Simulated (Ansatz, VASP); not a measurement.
## Ir in VASP and in Ansatz

```
Ir
1.0
    -2.54401    2.18372    1.34482
     2.18372   -2.54401    1.34482
     2.91833    2.91833   -2.00469
Ir
2
Direct
  0.97801 0.02199 0.00000
  0.77199 0.22801 0.50000
```

Alike in both runs: task single point; functional LDA; k mesh 17 × 17 × 10; occupations fermi-dirac, width 0.1 eV; no spin polarisation.

|  | VASP | Ansatz |
| --- | --- | --- |
| version | VASP 6.6.1 | Ansatz 0.2.0 |
| potentials or method | VASP PAW LDA potentials, release 64 (Ir), cutoff 520 eV | plane waves (420 eV) with PAW, scalar-relativistic |
| valence electrons in the cell | 18 | 34 |

|  | VASP | Ansatz | Ansatz less VASP |
| --- | --- | --- | --- |
| pressure (GPa) | -28.0 | -29.3 | -1.26 |
| traceless stress, the component that is largest in VASP (GPa) | -2.55 | -2.71 | -0.156 |

Ansatz warns that its potentials were made for another functional, while VASP's fit it. LDA's correlation is that of Perdew and Zunger in VASP and of Perdew and Wang (1992) in Ansatz. VASP's potentials hold 18 valence electrons a cell and Ansatz's 34, so a difference there can come from the potentials and not from the codes.

Neither program's run includes spin-orbit coupling.
